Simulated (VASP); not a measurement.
Set up this calculation in VASP 6.6.1, as the native input.

```
Task                   : relaxation of cell and atoms
Functional             : PBE
Potentials or basis    : VASP PAW PBE potentials, release 64 (Zn, S)
Cutoff                 : 600 eV
k mesh                 : 12 × 12 × 4
Occupations            : gaussian, width 0.01 eV
Spin                   : no spin polarisation
Target pressure        : 1 GPa
Dipole correction      : no
Further INCAR settings : ALGO = Normal; EDIFF = 1e-07; IBRION = 2; EDIFFG = -0.01; NSW = 80; ISIF = 3
```

The structure of ZnS lies in POSCAR:

```
ZnS
1.0
    3.8110000000      0.0000000000      0.0000000000
   -1.9055000000      3.3004228138      0.0000000000
    0.0000000000      0.0000000000      6.2340000000
Zn S
2 2
Direct
    0.3333330000      0.6666670000      0.0000000000
    0.6666670000      0.3333330000      0.5000000000
    0.3333330000      0.6666670000      0.3850000000
    0.6666670000      0.3333330000      0.8850000000
```

The input as run:

INCAR

```
ALGO = Normal ; EDIFF = 1E-7
EDIFFG = -0.01 ; ENCUT = 600
GGA = PE ; IBRION = 2
ISIF = 3 ; ISMEAR = 0
LASPH = True ; LCHARG = False
LREAL = False ; LWAVE = False
NELM = 80 ; NSW = 80
PREC = Accurate ; PSTRESS = 10.0
SIGMA = 0.01
```

KPOINTS

```
k-points
0
Gamma
  12 12 4
```

Potentials or basis: VASP PAW PBE potentials, release 64 (Zn, S).

The run is started by

```console
$ cat potpaw_PBE.64/Zn/POTCAR potpaw_PBE.64/S/POTCAR > POTCAR
$ mpirun -np 1 vasp_std > vasp.out
```

It gave:

The relaxed volume is 19.95 Å³/atom, the relaxed cell is a = 3.829 Å, b = 3.829 Å, c = 6.284 Å, α = 90.00°, β = 90.00°, γ = 120.00° and the space group after relaxing (to 0.1 Å) is P6_3mc (No. 186). The energy change on relaxing (the run minimises the enthalpy) is -8.9 meV/atom, the ionic steps are 9 and the pressure after relaxing is 1.0 GPa. The band gap on the k mesh is 2.13 eV.

Caveat: the cell is relaxed towards a set pressure, so the run minimises the enthalpy, not the energy.

It took 7 min on 1 thread of Intel(R) Xeon(R) Platinum 8559C (Emerald Rapids), with other jobs on the host, peak memory 0.27 GiB.
